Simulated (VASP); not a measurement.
# TaN (P-6m2) in VASP: a series of runs, part 2 of 4

VASP 6.6.1. Earlier steps stand in the parts before.

## (3) Electric field gradients, LDA (equal xx and yy strain of +1 %)

INCAR reads:

```
SYSTEM = TaN
PREC = Accurate
ENCUT = 520
EDIFF = 1E-8
ISMEAR = -1
SIGMA = 0.02
LREAL = .FALSE.
LASPH = .TRUE.
NELM = 80
ALGO = Normal
ISIF = 2
LWAVE = .FALSE.
LCHARG = .FALSE.
GGA = CA
LEFG = .TRUE.
NBANDS = 15
```

KPOINTS reads:

```
regular mesh
0
G
  12 12 10
  0 0 0
```

POSCAR reads:

```
TaN
1.0
    2.9673788470      0.0000000000      0.0000000000
   -1.4836894235      2.5698254642      0.0000000000
    0.0000000000      0.0000000000      2.8830000000
Ta N
1 1
Direct
    0.3333333333      0.6666666667      0.5000000000
    0.0000000000      0.0000000000      0.0000000000
```

Potentials or basis: VASP PAW LDA potentials, release 64 (Ta_pv, N).

Command:

```bash
cat potpaw_LDA.64/Ta_pv/POTCAR potpaw_LDA.64/N/POTCAR > POTCAR
mpirun -np 1 vasp_std > vasp.out
```

OUTCAR:

```text
SYSTEM = TaN
   PREC = Accurate
   ENCUT = 520
   EDIFF = 1E-8
   ISMEAR = -1
   LREAL = .FALSE.
   LASPH = .TRUE.
   NELM = 80
   ISIF = 2
   GGA = CA

 ion  position               nearest neighbor table
   1  0.333  0.667  0.500-   2 2.24   2 2.24   2 2.24   2 2.24   2 2.24   2 2.24
   2  0.000  0.000  0.000-   1 2.24   1 2.24   1 2.24   1 2.24   1 2.24   1 2.24

  LATTYP: Found a hexagonal cell.
 ALAT       =     2.9673788470
 C/A-ratio  =     0.9715645183

  Lattice vectors:

 A1 = (   2.9673788470,   0.0000000000,   0.0000000000)
 A2 = (  -1.4836894235,   2.5698254642,   0.0000000000)
 A3 = (   0.0000000000,   0.0000000000,   2.8830000000)

Analysis of symmetry for initial positions (statically):
=====================================================================
 Subroutine PRICEL returns:
 Original cell was already a primitive cell.

 Routine SETGRP: Setting up the symmetry group for a
 hexagonal supercell.

 Subroutine GETGRP returns: Found 12 space group operations
 (whereof 12 operations were pure point group operations)
 out of a pool of 24 trial point group operations.

The static configuration has the point symmetry D_3h.

Analysis of symmetry for dynamics (positions and initial velocities):
=====================================================================
 Subroutine PRICEL returns:
 Original cell was already a primitive cell.

 Routine SETGRP: Setting up the symmetry group for a
 hexagonal supercell.

 Subroutine GETGRP returns: Found 12 space group operations
 (whereof 12 operations were pure point group operations)
 out of a pool of 24 trial point group operations.

The dynamic configuration has the point symmetry D_3h.

 Subroutine INISYM returns: Found 12 space group operations
 (whereof 12 operations are pure point group operations),
 and found     1 'primitive' translations

----------------------------------------------------------------------------------------

                                     Primitive cell

  volume of cell :      21.9847

  direct lattice vectors                    reciprocal lattice vectors
     2.967378847  0.000000000  0.000000000     0.336997752  0.194565743  0.000000000
    -1.483689423  2.569825464  0.000000000     0.000000000  0.389131485  0.000000000
     0.000000000  0.000000000  2.883000000     0.000000000  0.000000000  0.346860909

  length of vectors
     2.967378847  2.967378847  2.883000000     0.389131485  0.389131485  0.346860909

  position of ions in fractional coordinates (direct lattice)
     0.333333333  0.666666667  0.500000000
     0.000000000  0.000000000  0.000000000

  ion indices of the primitive-cell ions
   primitive index   ion index
                 1           1
                 2           2

----------------------------------------------------------------------------------------

 KPOINTS: regular mesh
[... 78 lines left out ...]
   PSTRESS=    0.0 pullay stress
   NELECT =      16.0000    total number of electrons
   NUPDOWN=      -1.0000    fix difference up-down
   EMIN   =  10.00;   EMAX   =-10.00  energy-range for DOS
   EFERMI =   0.00;   METHOD = LEGACY
   ISMEAR =    -1;   SIGMA  =   0.02  broadening in eV -4-tet -1-fermi 0-gaus
   EFERMI_NEDOS =   21; number of points for ismear=-14 and -15
   IALGO  =     38    algorithm
   IMIX   =      4    mixing-type and parameters
     AMIX     =   0.40;   BMIX     =  1.00
     AMIX_MAG =   1.60;   BMIX_MAG =  1.00
  volume/ion in A,a.u.               =      10.99        74.18
  Fermi-wavevector in a.u.,A,eV,Ry     =   1.472565  2.782744 29.503512  2.168447
  Thomas-Fermi vector in A             =   2.587564
   LORBIT       =      0    0 simple, 1 ext, 2 COOP (PROOUT), +10 PAW based schemes
   GGA     = CA    functional components
   LHFCALC =     F    Hartree Fock is set to
   AEXX    =    0.0000 exact exchange contribution
   IVDW    =     0    specifies the selected vdW correction
   LEPSILON=     F    determine dielectric tensor
   LRPA    =     F    only Hartree local field effects (RPA)
 non-spin polarized calculation
  energy-cutoff  :      520.00
  volume of cell :       21.98
 maximum number of plane-waves:       611
 NGX is ok and might be reduce to    24
   NGX = 11   NGY = 11   NGZ = 11

 number of electron      15.9999999 magnetization

 Free energy of the ion-electron system (eV)
  ---------------------------------------------------
  ext. energy  EPLUGINS =         0.00000000
  ---------------------------------------------------
  free energy    TOTEN  =       -24.66505606 eV

  energy without entropy =      -24.66495403  energy(sigma->0) =      -24.66500504

 E-fermi :   7.9853     XC(G=0): -13.4740

 val. band max:        7.8679123787   @ k =   0.0000   0.0000   0.4000
 cond. band min:       8.0175347083   @ k =   0.3333   0.3333   0.0000
 fundamental gap:      0.1496223296
 Fermi energy:         7.9852881544

 k-point     1 :       0.0000    0.0000    0.0000
  band No.  band energies     occupation
      1     -26.7638      2.00000
      2     -26.5436      2.00000
      3     -26.5436      2.00000
      4      -9.4989      2.00000
      5       3.3645      2.00000
      6       3.3645      2.00000
      7       3.8162      2.00000
      8       5.1101      2.00000
      9      10.0370      0.00000
     10      11.4420      0.00000
     11      11.4420      0.00000
     12      11.7364      0.00000
     13      11.7364      0.00000
     14      20.2158      0.00000
[... 401 lines left out ...]
      2     -26.7506      2.00000
      3     -26.6981      2.00000
      4      -7.7904      2.00000
      5       0.4804      2.00000
      6       3.0285      2.00000
      7       4.2685      2.00000
      8       5.2687      2.00000
      9      10.4990      0.00000
     10      10.7471      0.00000
     11      12.3477      0.00000
     12      12.7606      0.00000
     13      14.8285      0.00000
     14      20.2215      0.00000
     15      20.8275      0.00000

 [... further k-points ...]
[... 5 lines left out ...]
  --------------------------------------------------------------------------------------
  -------------------------------------------------------------------------------------
  Total       -2.3707296     -2.3707296     -1.8291168      0.0000000      0.0000000      0.0000000
  in kB     -172.7711955   -172.7711955   -133.3001829      0.0000000      0.0000000      0.0000000
  external PRESSURE =    -159.6141913 kB  Pullay stress =       0.0000000 kB

 VOLUME and BASIS-vectors are now :
 -----------------------------------------------------------------------------
  energy-cutoff  :      520.00
  volume of cell :       21.98
      direct lattice vectors                 reciprocal lattice vectors
     2.967378847  0.000000000  0.000000000     0.336997752  0.194565743  0.000000000
    -1.483689423  2.569825464  0.000000000     0.000000000  0.389131485  0.000000000
     0.000000000  0.000000000  2.883000000     0.000000000  0.000000000  0.346860909

 POSITION                                       TOTAL-FORCE (eV/Angst)
 -----------------------------------------------------------------------------------
     -0.00000      1.71322      1.44150         0.000000      0.000000      0.000000
      0.00000      0.00000      0.00000         0.000000      0.000000      0.000000
 -----------------------------------------------------------------------------------
    total drift:                                0.000000     -0.000000     -0.000000

  FREE ENERGIE OF THE ION-ELECTRON SYSTEM (eV)
  ---------------------------------------------------
  free  energy   TOTEN  =       -24.6650560555 eV

  energy  without entropy=      -24.6649540332  energy(sigma->0) =      -24.66500504

 Electric field gradients (V/A^2)
---------------------------------------------------------------------
 ion       V_xx      V_yy      V_zz      V_xy      V_xz      V_yz
---------------------------------------------------------------------
   1      -6.943    -6.943    13.886     0.000     0.000    -0.000
   2       0.727     0.726    -1.453    -0.000     0.000     0.000
---------------------------------------------------------------------

 Electric field gradients after diagonalization (V/A^2)
 (convention: |V_zz| > |V_xx| > |V_yy|)
----------------------------------------------------------------------
 ion       V_xx      V_yy      V_zz     asymmetry (V_yy - V_xx)/ V_zz
----------------------------------------------------------------------
   1      -6.943    -6.943    13.886       0.000
   2       0.727     0.726    -1.453       0.001
----------------------------------------------------------------------

           NMR quadrupolar parameters

 Cq : quadrupolar parameter    Cq=e*Q*V_zz/h
 eta: asymmetry parameters     (V_yy - V_xx)/ V_zz
 Q  : nuclear electric quadrupole moment in mb (millibarn)
----------------------------------------------------------------------
 ion       Cq(MHz)       eta       Q (mb)
----------------------------------------------------------------------
   1       0.034       0.000       1.000
   2      -0.004       0.001       1.000
----------------------------------------------------------------------
```

stdout:

```text
POSCAR found type information on POSCAR TaN
 POSCAR found :  2 types and       2 ions
 scaLAPACK will be used
 LDA part: xc-table for (Slater(with rela. corr.)+CA(PZ))
 , standard interpolation
 POSCAR, INCAR and KPOINTS ok, starting setup
 FFT: planning ... GRIDC
 FFT: planning ... GRID_SOFT
 FFT: planning ... GRID
 WAVECAR not read
 entering main loop
ion   1

ion   2
```

Wall time 46 s (1 thread of Intel Xeon 8259CL, shared host); peak memory 0.16 GiB.

What came out:

```
Free energy                             : -24.6651 eV
Pressure                                : -16.0 GPa
Band gap on the k mesh                  : zero (bands 8 and 9 overlap by 0.46 eV)
Largest electric field gradient by atom : Ta +13.9; N -1.5 V/Å²
```

Stress tensor (GPa, compression positive):
```
-17.28   0.00   0.00
  0.00 -17.28   0.00
  0.00   0.00 -13.33
```

Electric field gradients, principal values (V/Å²):
```
atom   least  middle  greatest (by size)
1 Ta  -6.943  -6.943              13.886
 2 N   0.726   0.727              -1.453
```

Caveat: the cell differs from its parent crystal (equal xx and yy strain of +1 %); the cell stands under tension; without QUAD_EFG the Cq values of the log hold for a quadrupole moment of 1 mb, not for the nuclei; spin-orbit coupling is left out, which moves the levels of the heavy elements.

## (4) Electric field gradients, LDA (equal xx and yy strain of +1 %)

INCAR reads:

```
SYSTEM = TaN
PREC = Accurate ; ENCUT = 520
EDIFF = 1E-8 ; ISMEAR = -1
SIGMA = 0.02 ; LREAL = .False.
LASPH = .True. ; NELM = 100
ALGO = Normal ; ISIF = 2
LWAVE = .False. ; LCHARG = .False.
LEFG = .True. ; NBANDS = 15
```

KPOINTS reads:

```
Automatic mesh
0
Gamma
  12 12 10
  0 0 0
```

POSCAR is that of step 3.

Potentials or basis: VASP PAW LDA potentials, release 64 (Ta_pv, N).

Command:

```bash
cat potpaw_LDA.64/Ta_pv/POTCAR potpaw_LDA.64/N/POTCAR > POTCAR
mpirun -np 1 vasp_std > vasp.out
```

OUTCAR:

```text
SYSTEM = TaN
   PREC = Accurate
   ENCUT = 520
   EDIFF = 1E-8
   ISMEAR = -1
   LREAL = .False.
   LASPH = .True.
   NELM = 100
   ISIF = 2

 ion  position               nearest neighbor table
   1  0.333  0.667  0.500-   2 2.24   2 2.24   2 2.24   2 2.24   2 2.24   2 2.24
   2  0.000  0.000  0.000-   1 2.24   1 2.24   1 2.24   1 2.24   1 2.24   1 2.24

  LATTYP: Found a hexagonal cell.
 ALAT       =     2.9673788470
 C/A-ratio  =     0.9715645183

  Lattice vectors:

 A1 = (   2.9673788470,   0.0000000000,   0.0000000000)
 A2 = (  -1.4836894235,   2.5698254642,   0.0000000000)
 A3 = (   0.0000000000,   0.0000000000,   2.8830000000)

Analysis of symmetry for initial positions (statically):
=====================================================================
 Subroutine PRICEL returns:
 Original cell was already a primitive cell.

 Routine SETGRP: Setting up the symmetry group for a
 hexagonal supercell.

 Subroutine GETGRP returns: Found 12 space group operations
 (whereof 12 operations were pure point group operations)
[... 620 lines left out ...]
     2.967378847  0.000000000  0.000000000     0.336997752  0.194565743  0.000000000
    -1.483689423  2.569825464  0.000000000     0.000000000  0.389131485  0.000000000
     0.000000000  0.000000000  2.883000000     0.000000000  0.000000000  0.346860909

 POSITION                                       TOTAL-FORCE (eV/Angst)
 -----------------------------------------------------------------------------------
     -0.00000      1.71322      1.44150         0.000000      0.000000      0.000000
      0.00000      0.00000      0.00000         0.000000      0.000000      0.000000
 -----------------------------------------------------------------------------------
    total drift:                                0.000000     -0.000000     -0.000000

  FREE ENERGIE OF THE ION-ELECTRON SYSTEM (eV)
  ---------------------------------------------------
  free  energy   TOTEN  =       -24.6650560555 eV

  energy  without entropy=      -24.6649540332  energy(sigma->0) =      -24.66500504

 Electric field gradients (V/A^2)
---------------------------------------------------------------------
 ion       V_xx      V_yy      V_zz      V_xy      V_xz      V_yz
---------------------------------------------------------------------
   1      -6.943    -6.943    13.886     0.000     0.000    -0.000
   2       0.727     0.726    -1.453    -0.000     0.000     0.000
---------------------------------------------------------------------

 Electric field gradients after diagonalization (V/A^2)
 (convention: |V_zz| > |V_xx| > |V_yy|)
----------------------------------------------------------------------
 ion       V_xx      V_yy      V_zz     asymmetry (V_yy - V_xx)/ V_zz
----------------------------------------------------------------------
   1      -6.943    -6.943    13.886       0.000
   2       0.727     0.726    -1.453       0.001
----------------------------------------------------------------------

           NMR quadrupolar parameters

 Cq : quadrupolar parameter    Cq=e*Q*V_zz/h
 eta: asymmetry parameters     (V_yy - V_xx)/ V_zz
 Q  : nuclear electric quadrupole moment in mb (millibarn)
----------------------------------------------------------------------
 ion       Cq(MHz)       eta       Q (mb)
----------------------------------------------------------------------
   1       0.034       0.000       1.000
   2      -0.004       0.001       1.000
----------------------------------------------------------------------
```

OSZICAR:

```text
N       E                     dE             d eps       ncg     rms          rms(c)
DAV:   1     0.896379353029E+02    0.89638E+02   -0.87055E+03  3420   0.112E+03
DAV:   2    -0.245605045524E+02   -0.11420E+03   -0.10745E+03  4106   0.300E+02
DAV:   3    -0.272283870858E+02   -0.26679E+01   -0.26527E+01  4085   0.421E+01
DAV:   4    -0.272383796469E+02   -0.99926E-02   -0.99903E-02  4267   0.285E+00
DAV:   5    -0.272384393273E+02   -0.59680E-04   -0.59679E-04  4141   0.208E-01    0.226E+01
DAV:   6    -0.248090668251E+02    0.24294E+01   -0.42886E+00  4183   0.234E+01    0.948E+00
DAV:   7    -0.247078787621E+02    0.10119E+00   -0.61653E-01  3658   0.565E+00    0.654E+00
DAV:   8    -0.246725021780E+02    0.35377E-01   -0.17561E-01  3959   0.344E+00    0.135E+00
DAV:   9    -0.246652897385E+02    0.72124E-02   -0.15761E-02  3721   0.990E-01    0.186E-01
DAV:  10    -0.246651581660E+02    0.13157E-03   -0.79191E-04  3973   0.326E-01    0.133E-01
DAV:  11    -0.246650550749E+02    0.10309E-03   -0.14787E-04  3742   0.108E-01    0.158E-02
DAV:  12    -0.246650561415E+02   -0.10666E-05   -0.11196E-05  3728   0.266E-02    0.403E-03
DAV:  13    -0.246650560757E+02    0.65853E-07   -0.11204E-07  4190   0.288E-03    0.222E-03
DAV:  14    -0.246650560571E+02    0.18564E-07   -0.25803E-08  3847   0.190E-03    0.540E-04
DAV:  15    -0.246650560555E+02    0.15725E-08   -0.17081E-09  1745   0.387E-04
   1 F= -.24665056E+02 E0= -.24665005E+02  d E =-.102022E-03
```

Run time: 44 s. Hardware: 1 thread of Intel Xeon 8259CL, shared host; peak memory 0.16 GiB.

What came out:

```yaml
Free_energy: -24.6651 eV
Pressure: -16.0 GPa
Band_gap_on_the_k_mesh: zero (bands 8 and 9 overlap by 0.46 eV)
Largest_electric_field_gradient_by_atom: Ta +13.9; N -1.5 V/Å²
```

Electric field gradients, principal values (V/Å²):
```tsv
atom	least	middle	greatest (by size)
1 Ta	-6.943	-6.943	13.886
2 N	0.726	0.727	-1.453
```

Caveat: the cell differs from its parent crystal (equal xx and yy strain of +1 %); the cell stands under tension; without QUAD_EFG the Cq values of the log hold for a quadrupole moment of 1 mb, not for the nuclei; spin-orbit coupling is left out, which moves the levels of the heavy elements.

(Continued in part 3 of 4.)
